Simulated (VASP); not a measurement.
A run of VASP 6.6.1 is set up as follows.

File INCAR:

```
PREC = Accurate
ENCUT = 600
EDIFF = 1E-7
ISMEAR = -1
SIGMA = 0.05
LREAL = F
LASPH = T
NELM = 60
ALGO = Normal
ISIF = 3
LWAVE = F
LCHARG = F
GGA = B5
ALDAX = 1.0
AGGAX = 1.0
AGGAC = 1.0
ALDAC = 0.0
IVDW = 12
VDW_S6 = 1.0
VDW_S8 = 2.6996
VDW_A1 = 0.4298
VDW_A2 = 4.2359
IBRION = 2
NSW = 80
EDIFFG = -0.01
```

The input KPOINTS:

```
regular mesh
0
Gamma
  6 6 6
```

The input POSCAR:

```
CdSe
1.0
    0.0000000000      2.8739580000      2.8739580000
    2.8739580000      0.0000000000      2.8739580000
    2.8739580000      2.8739580000      0.0000000000
Cd Se
1 1
Direct
    0.0000000000      0.0000000000      0.0000000000
    0.5000000000      0.5000000000      0.5000000000
```

Potentials or basis: VASP PAW PBE potentials, release 64 (Cd, Se).

The run is started by

```bash
$ cat potpaw_PBE.64/Cd/POTCAR potpaw_PBE.64/Se/POTCAR > POTCAR
$ mpirun -np 1 vasp_std > vasp.out
```

Q: Predict the dispersion energy per atom.

A: -0.911 eV.

Q: What does it give for the relaxed cell?

A: a = 4.021 Å, b = 4.021 Å, c = 4.021 Å, α = 60.00°, β = 60.00°, γ = 60.00°.

Q: What does it give for the space group after relaxing (to 0.05 Å)?

A: Fm-3m (No. 225).

Q: What does it give for the relaxed volume?

A: 22.98 Å³/atom.

The path:
```
step  energy change (eV)  largest force (eV/Å)  pressure (GPa)  volume (Å³)
   1              0.0000                0.0000           -2.00        47.48
   2             -0.0087                0.0000            0.74        45.47
   3             -0.0098                0.0000           -0.01        45.96
```

Caveat: the PAW data sets were made with another functional, which shifts forces and pressure a little; pairwise dispersion overbinds metals, which lowers pressure and volume.
